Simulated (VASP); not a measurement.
# W (Fmmm) in VASP: single point with PBE

Aim: the single point of W with PBE.

All numbers are computed with VASP 6.6.1; they aren't measurements. Logs are shortened: lines on timing, memory, paths and dates and some standing lists are left out, and cuts for length are marked.

## 1. The cell of the first run

Symmetry: Fmmm, No. 69, orthorhombic system. The conventional cell has a = 3.076 Å, b = 4.432 Å, c = 9.975 Å, α = 90.00°, β = 90.00°, γ = 90.00°. Within 3.5 Å of W (site symmetry mm2) lie 11 W at 2.66 to 3.22 Å.

## 2. Single point, PBE

INCAR reads:

```
SYSTEM = W
PREC = Accurate
ENCUT = 520
EDIFF = 1E-7
ISMEAR = 0
SIGMA = 0.1
LREAL = .FALSE.
LASPH = .TRUE.
NELM = 80
ALGO = Fast
ISIF = 2
LWAVE = .FALSE.
LCHARG = .TRUE.
GGA = PE
LELF = .TRUE.
LVHAR = .TRUE.
NBANDS = 36
```

KPOINTS reads:

```
Automatic mesh
0
G
  12 12 12
  0 0 0
```

POSCAR reads:

```
W
1.0
    2.2158561580     -4.9874594300      0.0000000000
    2.2158561580      4.9874594300      0.0000000000
    0.0000000000      0.0000000000      3.0761164703
W
4
Direct
    0.6332014379      0.3667985621      0.4999994180
    0.1332014379      0.8667985621      1.0000005820
    0.3667985621      0.6332014379      0.5000005820
    0.8667985621      0.1332014379     -0.0000005820
```

Potentials or basis: VASP PAW PBE potentials, release 64 (W_sv).

The run is started by

```sh
cat potpaw_PBE.64/W_sv/POTCAR > POTCAR
mpirun -np 1 vasp_std > vasp.out
```

OUTCAR:

```text
SYSTEM = W
   PREC = Accurate
   ENCUT = 520
   EDIFF = 1E-7
   ISMEAR = 0
   LREAL = .FALSE.
   LASPH = .TRUE.
   NELM = 80
   ISIF = 2
   GGA = PE

 ion  position               nearest neighbor table
   1  0.633  0.367  0.500-   3 2.66   2 2.70   2 2.70   2 2.70   2 2.70   4 2.79   4 2.79   3 3.22
                             3 3.22
   2  0.133  0.867  0.000-   4 2.66   1 2.70   1 2.70   1 2.70   1 2.70   3 2.79   3 2.79   4 3.22
                             4 3.22
   3  0.367  0.633  0.500-   1 2.66   4 2.70   4 2.70   4 2.70   4 2.70   2 2.79   2 2.79   1 3.22
                             1 3.22
   4  0.867  0.133  1.000-   2 2.66   3 2.70   3 2.70   3 2.70   3 2.70   1 2.79   1 2.79   2 3.22
                             2 3.22

  LATTYP: Found a base centered orthorhombic cell.
 ALAT       =     4.4317123160
 B/A-ratio  =     2.2508046887
 C/A-ratio  =     0.6941146561

  Lattice vectors:

 A1 = (   2.2158561580,  -4.9874594300,   0.0000000000)
 A2 = (   2.2158561580,   4.9874594300,   0.0000000000)
 A3 = (   0.0000000000,   0.0000000000,   3.0761164703)

Analysis of symmetry for initial positions (statically):
=====================================================================
 Subroutine PRICEL returns following result:

  LATTYP: Found a face centered orthorhombic cell.
 ALAT       =     3.0761164703
 B/A-ratio  =     1.4406841740
 C/A-ratio  =     3.2426986937

  Lattice vectors:

 A1 = (   2.2158561580,   4.9874594300,  -0.0000000000)
 A2 = (   0.0000000000,   4.9874594300,   1.5380618157)
 A3 = (   2.2158561580,   0.0000000000,   1.5380546546)

   2 primitive cells build up your supercell.

 Routine SETGRP: Setting up the symmetry group for a
 base centered orthorhombic supercell.

 Subroutine GETGRP returns: Found  8 space group operations
 (whereof  8 operations were pure point group operations)
 out of a pool of  8 trial point group operations.

The static configuration has the point symmetry D_2h.

Analysis of symmetry for dynamics (positions and initial velocities):
=====================================================================
 Subroutine PRICEL returns following result:

  LATTYP: Found a face centered orthorhombic cell.
 ALAT       =     3.0761164703
 B/A-ratio  =     1.4406841740
 C/A-ratio  =     3.2426986937

  Lattice vectors:

 A1 = (   2.2158561580,   4.9874594300,  -0.0000000000)
 A2 = (   0.0000000000,   4.9874594300,   1.5380618157)
 A3 = (   2.2158561580,   0.0000000000,   1.5380546546)

   2 primitive cells build up your supercell.

 Routine SETGRP: Setting up the symmetry group for a
 base centered orthorhombic supercell.

 Subroutine GETGRP returns: Found  8 space group operations
 (whereof  8 operations were pure point group operations)
 out of a pool of  8 trial point group operations.

The dynamic configuration has the point symmetry D_2h.

 Subroutine INISYM returns: Found  8 space group operations
 (whereof  8 operations are pure point group operations),
 and found     2 'primitive' translations

----------------------------------------------------------------------------------------

                                     Primitive cell

  volume of cell :      33.9957

  direct lattice vectors                    reciprocal lattice vectors
     2.215856158  4.987459430 -0.000000000     0.225645891  0.100251675 -0.325085220
     0.000000000  4.987459430  1.538061816    -0.225645891  0.100251209  0.325085220
     2.215856158  0.000000000  1.538054655     0.225646941 -0.100251675  0.325085220

  length of vectors
     5.457542494  5.219232292  2.697337694     0.408224040  0.408223925  0.408224621

  position of ions in fractional coordinates (direct lattice)
     0.866797670  0.866799454  0.133202330
     0.133200002  0.133202874  0.866799998

  ion indices of the primitive-cell ions
   primitive index   ion index
                 1           1
                 2           3

----------------------------------------------------------------------------------------

 KPOINTS: Automatic mesh

Automatic generation of k-mesh.
 Grid dimensions read from file:
 generate k-points for:   12   12   12

 Generating k-lattice:

  Cartesian coordinates                     Fractional coordinates (reciprocal lattice)
     0.018803868 -0.008354287  0.000000000     0.083333333  0.000000000  0.000000000
     0.018803868  0.008354287  0.000000000     0.000000000  0.083333333  0.000000000
     0.000000000  0.000000000  0.027090435     0.000000000  0.000000000  0.083333333

  Length of vectors
     0.020576189  0.020576189  0.027090435

  Shift w.r.t. Gamma in fractional coordinates (k-lattice)
     0.000000000  0.000000000  0.000000000

 Subroutine IBZKPT returns following result:
 ===========================================

 Found    301 irreducible k-points:

 Following reciprocal coordinates:
            Coordinates               Weight
  0.000000  0.000000  0.000000      1.000000
  0.083333  0.000000  0.000000      4.000000
  0.166667 -0.000000  0.000000      4.000000
  0.250000  0.000000  0.000000      4.000000
  0.333333  0.000000  0.000000      4.000000
  0.416667 -0.000000  0.000000      4.000000
[... 16 lines left out ...]
  0.500000  0.166667  0.000000      4.000000
 -0.416667  0.166667  0.000000      4.000000
 [... further k-points ...]
   k-points           NKPTS =    301   k-points in BZ     NKDIM =    301   number of bands    NBANDS=     36
   number of dos      NEDOS =    301   number of ions     NIONS =      4
   total plane-waves  NPLWV =  42336
   dimension x,y,z NGX =    42 NGY =   42 NGZ =   24
   dimension x,y,z NGXF=    84 NGYF=   84 NGZF=   48
   ions per type =               4
   NGX,Y,Z   is equivalent  to a cutoff of  12.79, 12.79, 12.97 a.u.
   NGXF,Y,Z  is equivalent  to a cutoff of  25.59, 25.59, 25.94 a.u.
 SYSTEM =  W
   PREC   = accura    normal or accurate (medium, high low for compatibility)
   ISTART =      0    job   : 0-new  1-cont  2-samecut
   ICHARG =      2    charge: 1-file 2-atom 10-const
   ISPIN  =      1    spin polarized calculation?
   LNONCOLLINEAR =      F non collinear calculations
   LSORBIT =      F    spin-orbit coupling
   LASPH  =      T    aspherical Exc in radial PAW
   ENCUT  =  520.0 eV  38.22 Ry    6.18 a.u.  10.15 10.15  5.72*2*pi/ulx,y,z
   NELM   =     80;   NELMIN=  2; NELMDL= -5     # of ELM steps
   EDIFF  = 0.1E-06   stopping-criterion for ELM
   LREAL  =      F    real-space projection
   EDIFFG = 0.1E-05   stopping-criterion for IOM
   NSW    =      0    number of steps for IOM
   IBRION =     -1    ionic relax: 0-MD 1-quasi-New 2-CG
   NFREE  =      0    steps in history (QN), initial steepest desc. (CG)
   ISIF   =      2    stress and relaxation
   ISYM   =      2    0-nonsym 1-usesym 2-fastsym
   POTIM  = 0.5000    time-step for ionic-motion
   TEBEG  =    0.0;   TEEND  =   0.0 temperature during run
   PSTRESS=    0.0 pullay stress
   NELECT =      56.0000    total number of electrons
   NUPDOWN=      -1.0000    fix difference up-down
   EMIN   =  10.00;   EMAX   =-10.00  energy-range for DOS
   EFERMI =   0.00;   METHOD = LEGACY
   ISMEAR =     0;   SIGMA  =   0.10  broadening in eV -4-tet -1-fermi 0-gaus
   EFERMI_NEDOS =   21; number of points for ismear=-14 and -15
   IALGO  =     68    algorithm
   IMIX   =      4    mixing-type and parameters
     AMIX     =   0.40;   BMIX     =  1.00
     AMIX_MAG =   1.60;   BMIX_MAG =  1.00
  volume/ion in A,a.u.               =      17.00       114.71
  Fermi-wavevector in a.u.,A,eV,Ry     =   1.534568  2.899914 32.040365  2.354900
  Thomas-Fermi vector in A             =   2.641478
   LORBIT       =      0    0 simple, 1 ext, 2 COOP (PROOUT), +10 PAW based schemes
   GGA     = PE    functional components
   LHFCALC =     F    Hartree Fock is set to
   AEXX    =    0.0000 exact exchange contribution
   IVDW    =     0    specifies the selected vdW correction
   LEPSILON=     F    determine dielectric tensor
   LRPA    =     F    only Hartree local field effects (RPA)
 non-spin polarized calculation
 RMM-DIIS sequential band-by-band and
 Gauss-broadening in eV      SIGMA  =   0.10
  energy-cutoff  :      520.00
  volume of cell :       67.99
 maximum number of plane-waves:      1849
 NGX is ok and might be reduce to    42
   NGX = 21   NGY = 21   NGZ = 11

 number of electron      56.0000003 magnetization

 Free energy of the ion-electron system (eV)
  ---------------------------------------------------
  ext. energy  EPLUGINS =         0.00000000
  ---------------------------------------------------
  free energy    TOTEN  =       -48.89281808 eV

  energy without entropy =      -48.87768602  energy(sigma->0) =      -48.88525205

 E-fermi :  10.2906     XC(G=0): -13.1739

 val. band max:       10.2853659698   @ k =   0.2500   0.1667   0.2500
 cond. band min:      10.2912241419   @ k =   0.4167   0.0833   0.2500
 fundamental gap:      0.0058581720
 Fermi energy:        10.2906131932

 k-point     1 :       0.0000    0.0000    0.0000
  band No.  band energies     occupation
      1     -63.6669      2.00000
      2     -63.5702      2.00000
      3     -63.4772      2.00000
      4     -63.4748      2.00000
      5     -28.4787      2.00000
      6     -28.4648      2.00000
[... 28 lines left out ...]
     35      14.0686      0.00000
     36      14.1484      0.00000

 k-point     2 :       0.0833    0.0000    0.0000
  band No.  band energies     occupation
      1     -63.6639      2.00000
      2     -63.5683      2.00000
      3     -63.4839      2.00000
      4     -63.4730      2.00000
      5     -28.4604      2.00000
      6     -28.4548      2.00000
[... 28 lines left out ...]
     35      14.0646      0.00000
     36      14.1102      0.00000

 k-point     3 :       0.1667   -0.0000    0.0000
  band No.  band energies     occupation
      1     -63.6553      2.00000
      2     -63.5628      2.00000
      3     -63.4963      2.00000
      4     -63.4749      2.00000
      5     -28.4252      2.00000
      6     -28.4057      2.00000
[... 28 lines left out ...]
     35      14.0174      0.00000
     36      14.0524      0.00000

 k-point     4 :       0.2500    0.0000    0.0000
  band No.  band energies     occupation
      1     -63.6415      2.00000
      2     -63.5542      2.00000
      3     -63.5130      2.00000
      4     -63.4810      2.00000
      5     -28.3778      2.00000
      6     -28.3162      2.00000
[... 28 lines left out ...]
     35      13.4348      0.00000
     36      13.7550      0.00000

 k-point     5 :       0.3333    0.0000    0.0000
  band No.  band energies     occupation
      1     -63.6235      2.00000
      2     -63.5429      2.00000
      3     -63.5332      2.00000
      4     -63.4905      2.00000
      5     -28.3155      2.00000
      6     -28.1966      2.00000
[... 655 lines left out ...]
 k-point    22 :       0.4167    0.1667    0.0000
  band No.  band energies     occupation
      1     -63.5837      2.00000
      2     -63.5693      2.00000
      3     -63.5485      2.00000
      4     -63.4888      2.00000
      5     -28.2319      2.00000
      6     -28.0597      2.00000
[... 28 lines left out ...]
     35      12.6829      0.00000
     36      12.6948      0.00000

 k-point    23 :       0.5000    0.1667    0.0000
  band No.  band energies     occupation
      1     -63.6067      2.00000
      2     -63.5598      2.00000
      3     -63.5487      2.00000
      4     -63.4749      2.00000
      5     -28.2372      2.00000
      6     -28.1465      2.00000
[... 28 lines left out ...]
     35      12.9451      0.00000
     36      13.2508      0.00000

 k-point    24 :      -0.4167    0.1667    0.0000
  band No.  band energies     occupation
      1     -63.6269      2.00000
      2     -63.5690      2.00000
      3     -63.5301      2.00000
      4     -63.4637      2.00000
      5     -28.3526      2.00000
      6     -28.2087      2.00000
[... 28 lines left out ...]
     35      13.1690      0.00000
     36      14.0317      0.00000

 [... further k-points ...]

------------------------ aborting loop because EDIFF is reached ----------------------------------------

  FORCE on cell =-STRESS in cart. coord.  units (eV):
  Direction    XX          YY          ZZ          XY          YZ          ZX
  --------------------------------------------------------------------------------------
  -------------------------------------------------------------------------------------
  Total        0.2643949      0.2340110      0.2001731     -0.0000000      0.0000000      0.0000000
  in kB        6.2303136      5.5143360      4.7169636     -0.0000000      0.0000000      0.0000000
  external PRESSURE =       5.4872044 kB  Pullay stress =       0.0000000 kB

 VOLUME and BASIS-vectors are now :
 -----------------------------------------------------------------------------
  energy-cutoff  :      520.00
  volume of cell :       67.99
      direct lattice vectors                 reciprocal lattice vectors
     2.215856158 -4.987459430  0.000000000     0.225646416 -0.100251442  0.000000000
     2.215856158  4.987459430  0.000000000     0.225646416  0.100251442  0.000000000
     0.000000000  0.000000000  3.076116470     0.000000000  0.000000000  0.325085220

 POSITION                                       TOTAL-FORCE (eV/Angst)
 -----------------------------------------------------------------------------------
      2.21586     -1.32867      1.53806         0.000000      0.000911      0.000000
      2.21586      3.65879      0.00000         0.000000      0.000911      0.000000
      2.21586      1.32867      1.53806         0.000000     -0.000911      0.000000
      2.21586     -3.65879      3.07611         0.000000     -0.000911      0.000000
 -----------------------------------------------------------------------------------
    total drift:                                0.000000      0.000000     -0.000000

  FREE ENERGIE OF THE ION-ELECTRON SYSTEM (eV)
  ---------------------------------------------------
  free  energy   TOTEN  =       -48.8928180774 eV

  energy  without entropy=      -48.8776860232  energy(sigma->0) =      -48.88525205
```

Run time: 7.1 min. Hardware: 1 thread of Intel Xeon 6975P-C (Granite Rapids), shared host; peak memory 0.58 GiB.

Results:

```yaml
Free_energy: -48.8928 eV
Pressure: 0.5 GPa
Band_gap_on_the_k_mesh: zero (bands 28 and 29 overlap by 2.08 eV)
```

Caveat: spin-orbit coupling is left out, which moves the levels of the heavy elements.
